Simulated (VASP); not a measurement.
Wanted: the native input for a VASP 6.6.1 run.

```
Task                      : relaxation of the atoms
Functional                : PBE
Potentials or basis       : VASP PAW PBE potentials, release 64 (Ti_sv, S)
Cutoff                    : 450 eV
k mesh                    : 9 × 9 × 1
Occupations               : gaussian, width 0.1 eV
Spin                      : no spin polarisation
Dipole correction         : yes
Atoms held fixed (from 0) : [0, 1, 2, 3, 4, 5]
Further INCAR settings    : ALGO = Normal; EDIFF = 1e-07; NELMDL = -8; IBRION = 2; EDIFFG = -0.025; NSW = 36
```

The structure of Ti5S lies in POSCAR:

```
Ti5S
1.0
    2.9381632086      0.0000000000      0.0000000000
   -1.4690816043      2.5445239791      0.0000000000
    0.0000000000      0.0000000000     24.7117068140
Ti S
5 1
Selective dynamics
Direct
    0.6666666667      0.3333333333      0.1618666015  F F F
    0.3333333333      0.6666666667      0.2559609806  F F F
    0.6666666667      0.3333333333      0.3506708119  F F F
    0.3333333333      0.6666666667      0.4475655916  F F F
    0.6666666667      0.3333333333      0.5346335206  F F F
    1.0000000000      1.0000000000      0.5969521622  F F T
```

These files were run (other wordings do the same):

INCAR

```
SYSTEM = Ti5S
  PREC = Accurate
  ENCUT = 450
  EDIFF = 1E-7
  ISMEAR = 0
  SIGMA = 0.1
  LREAL = .False.
  LASPH = .True.
  NELM = 120
  ALGO = Normal
  ISIF = 2
  LWAVE = .False.
  LCHARG = .False.
  LDIPOL = .True.
  IDIPOL = 3
  DIPOL = 0.5 0.5 0.391
  GGA = PE
  IBRION = 2
  NSW = 36
  EDIFFG = -0.025
  GGA_COMPAT = .False.
  NELMIN = 4
  NELMDL = -8
```

KPOINTS

```
Automatic mesh
0
Gamma
  9 9 1
  0 0 0
```

Potentials or basis: VASP PAW PBE potentials, release 64 (Ti_sv, S).

Launch:

```console
$ cat potpaw_PBE.64/Ti_sv/POTCAR potpaw_PBE.64/S/POTCAR > POTCAR
$ mpirun -np 1 vasp_std > vasp.out
```

It gave:

```yaml
Energy_gained_by_relaxing: 9.6 meV/atom
Ionic_steps: 6
Band_gap_on_the_k_mesh: zero (bands 33 and 34 overlap by 0.96 eV)
```

Wall time 6.7 min on 1 thread of Intel(R) Xeon(R) 6975P-C (Granite Rapids), on a shared host, peak memory 0.28 GiB.
